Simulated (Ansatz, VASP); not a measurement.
# Cs2SrBr4: VASP beside Ansatz

```
Cs Sr Br
1.0
     8.73215    0.00000    0.00000
     0.00000    8.73215    0.00000
     0.00000    0.00000    4.73438
Cs Sr Br
2 1 4
Direct
  0.50000 0.00000 0.50000
  0.00000 0.50000 0.50000
  0.00000 0.00000 0.00000
  0.23659 0.23659 0.00000
  0.76341 0.23659 0.00000
  0.76341 0.76341 0.00000
  0.23659 0.76341 0.00000
```

Alike in both runs: functional PBE; k mesh 4 × 4 × 6; occupations gaussian, width 0.02 eV; no spin polarisation.

Ansatz relaxed the structure, and its values are those at the end. VASP's run is a single point on that final structure, the one shown.

|  | VASP | Ansatz |
| --- | --- | --- |
| version | VASP 6.6.1 | Ansatz 0.2.0 |
| potentials or method | VASP PAW PBE potentials, release 64 (Cs_sv, Sr_sv, Br), cutoff 520 eV | scalar-relativistic, plane waves, PAW |
| valence electrons in the cell | 56 | 56 |

|  | VASP | Ansatz | Ansatz less VASP |
| --- | --- | --- | --- |
| gap on the k mesh at the Fermi level (eV) | 2.80 | 2.82 | +0.014 |
| least direct gap on the mesh (eV) | 2.90 | 2.91 | +0.010 |
| pressure (GPa) | 0.1 | 0.0 | -0.04 |
| rms of the force components (eV/Å) | 0.009 | 0.001 | -0.0087 |

Spin-orbit coupling is off throughout.
